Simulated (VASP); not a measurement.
# Cu (Fm-3m) in VASP: settings compared, part 2 of 2

VASP 6.6.1. The steps go on from the part before.

## 3. Single point, PBEsol (volume scaled by 0.96)

INCAR

```
SYSTEM = Cu
PREC     = Accurate       ! precision mode
ENCUT    = 520            ! plane-wave cutoff, eV
EDIFF    = 1E-6           ! SCF threshold, eV
ISMEAR   = -1             ! smearing method
SIGMA    = 0.05           ! smearing width, eV
LREAL    = .False.        ! projectors in reciprocal space
LASPH    = .True.         ! aspherical terms in the spheres
NELM     = 60             ! most SCF steps
ALGO     = Normal         ! electronic algorithm
ISIF     = 2              ! what is computed and relaxed
LWAVE    = .False.        ! write WAVECAR
LCHARG   = .False.        ! write CHGCAR
GGA      = PS             ! functional
NBANDS   = 12             ! bands
```

KPOINTS

```
regular mesh
0
Gamma
  13 13 13
  0 0 0
```

POSCAR

```
Cu
1.0
    0.0000000000      1.7830713297      1.7830713297
    1.7830713297      0.0000000000      1.7830713297
    1.7830713297      1.7830713297      0.0000000000
Cu
1
Direct
    0.0000000000      0.0000000000      0.0000000000
```

Potentials or basis: VASP PAW PBE potentials, release 64 (Cu).

The run is started by

```
> cat potpaw_PBE.64/Cu/POTCAR > POTCAR
> mpirun -np 1 vasp_std > vasp.out
```

OUTCAR:

```text
SYSTEM = Cu
   PREC = Accurate
   ENCUT = 520
   EDIFF = 1E-6
   ISMEAR = -1
   LREAL = .False.
   LASPH = .True.
   NELM = 60
   ISIF = 2
   GGA = PS

 ion  position               nearest neighbor table
   1  0.000  0.000  0.000-

  LATTYP: Found a face centered cubic cell.
 ALAT       =     3.5661426594

  Lattice vectors:

 A1 = (   0.0000000000,   1.7830713297,   1.7830713297)
 A2 = (   1.7830713297,   0.0000000000,   1.7830713297)
 A3 = (   1.7830713297,   1.7830713297,   0.0000000000)

Analysis of symmetry for initial positions (statically):
=====================================================================
 Subroutine PRICEL returns:
 Original cell was already a primitive cell.

 Routine SETGRP: Setting up the symmetry group for a
 face centered cubic supercell.

 Subroutine GETGRP returns: Found 48 space group operations
[... 9 lines left out ...]

 Routine SETGRP: Setting up the symmetry group for a
 face centered cubic supercell.

 Subroutine GETGRP returns: Found 48 space group operations
[... 11 lines left out ...]
                                     Primitive cell

  volume of cell :      11.3380

  direct lattice vectors                    reciprocal lattice vectors
[... 135 lines left out ...]
 cond. band min:       8.1040839197   @ k =   0.4615   0.3077   0.0000
 fundamental gap:      0.1997739618
 Fermi energy:         8.0884646781

 k-point     1 :       0.0000    0.0000    0.0000
  band No.  band energies     occupation
      1      -1.7900      2.00000
      2       4.7560      2.00000
      3       4.7560      2.00000
      4       4.7560      2.00000
      5       5.6419      2.00000
      6       5.6419      2.00000
      7      30.8249      0.00000
      8      33.7574      0.00000
      9      33.7574      0.00000
     10      33.7574      0.00000
     11      36.2726      0.00000
     12      36.2726      0.00000
[... 331 lines left out ...]
 k-point    24 :       0.4615    0.1538    0.0000
  band No.  band energies     occupation
      1       2.8535      2.00000
      2       4.3662      2.00000
      3       4.7564      2.00000
      4       5.0519      2.00000
      5       6.2635      2.00000
      6       7.5651      1.99994
      7      14.1828      0.00000
      8      25.1562      0.00000
      9      26.5576      0.00000
     10      28.8032      0.00000
     11      38.7371      0.00000
     12      38.7959      0.00000

 [... further k-points ...]
[... 5 lines left out ...]
  --------------------------------------------------------------------------------------
  -------------------------------------------------------------------------------------
  Total        0.0178074      0.0178074      0.0178074      0.0000000     -0.0000000      0.0000000
  in kB        2.5163709      2.5163709      2.5163709      0.0000000     -0.0000000      0.0000000
  external PRESSURE =       2.5163709 kB  Pullay stress =       0.0000000 kB

 VOLUME and BASIS-vectors are now :
 -----------------------------------------------------------------------------
  energy-cutoff  :      520.00
  volume of cell :       11.34
      direct lattice vectors                 reciprocal lattice vectors
     0.000000000  1.783071330  1.783071330    -0.280415030  0.280415030  0.280415030
     1.783071330  0.000000000  1.783071330     0.280415030 -0.280415030  0.280415030
     1.783071330  1.783071330  0.000000000     0.280415030  0.280415030 -0.280415030

 POSITION                                       TOTAL-FORCE (eV/Angst)
 -----------------------------------------------------------------------------------
      0.00000      0.00000      0.00000         0.000000     -0.000000     -0.000000
 -----------------------------------------------------------------------------------
    total drift:                                0.000000      0.000000      0.000000

  FREE ENERGIE OF THE ION-ELECTRON SYSTEM (eV)
  ---------------------------------------------------
  free  energy   TOTEN  =        -4.3109711025 eV

  energy  without entropy=       -4.3082585631  energy(sigma->0) =       -4.30961483
```

Wall time 17 s (1 thread of Intel Xeon 8259CL, shared host); peak memory 0.13 GiB.

Results:

| Property | Result |
| --- | --- |
| Free energy | -4.3110 eV |
| Pressure | 0.3 GPa |

Caveat: the PAW data sets were made with another functional, which shifts forces and pressure a little.

## 4. Single point, PBEsol (volume scaled by 1.02)

INCAR

```
SYSTEM = Cu
  ALGO = Normal
  EDIFF = 1E-6
  ENCUT = 520
  GGA = PS
  ISIF = 2
  ISMEAR = -1
  LASPH = .TRUE.
  LCHARG = .TRUE.
  LELF = .TRUE.
  LREAL = .FALSE.
  LVHAR = .TRUE.
  LWAVE = .FALSE.
  NBANDS = 12
  NELM = 100
  PREC = Accurate
  SIGMA = 0.05
```

KPOINTS

```
k-points
0
G
  13 13 13
  0 0 0
```

POSCAR

```
Cu
1.0
    0.0000000000      1.8194705475      1.8194705475
    1.8194705475      0.0000000000      1.8194705475
    1.8194705475      1.8194705475      0.0000000000
Cu
1
Direct
    0.0000000000      0.0000000000      0.0000000000
```

The run is started by

```
> cat potpaw_PBE.64/Cu/POTCAR > POTCAR
> mpirun -np 1 vasp_std > vasp.out
```

It took 17 s on 1 thread of Intel Xeon 8259CL, shared host; peak memory 0.13 GiB.

Results (log left out):

```yaml
Free_energy: -4.2921 eV
Pressure: -8.4 GPa
```

Levels at points of the mesh, in eV from the Fermi level:
```csv
k point,band 4,band 5,band 6,band 7,band 8,band 9
"(0.00, 0.00, 0.00)",-3.13,-2.32,-2.32,22.27,24.73,24.73
```

Caveat: the PAW data sets were made with another functional, which shifts forces and pressure a little.

## 5. Overview

```csv
level,cell,cutoff (eV),gap on the mesh (eV),pressure (GPa)
revPBE+D3(BJ),"a = 2.573 Å, angles 60.0°, 1 atom",600,none,-12.4
PBEsol,"a = 2.522 Å, angles 60.0°, 1 atom",520,none,0.3
PBEsol,"a = 2.573 Å, angles 60.0°, 1 atom",520,none,-8.4
```

Alike in all rows: task single point; potentials or basis VASP PAW PBE potentials, release 64 (Cu); no spin polarisation; k mesh 13 × 13 × 13; smearing fermi-dirac 0.05 eV.

Caveats: the PAW data sets were made with another functional, which shifts forces and pressure a little; pairwise dispersion overbinds metals, which lowers pressure and volume (some runs).

Total energies depend on the potentials used, so only differences within one code and one set of settings carry meaning.
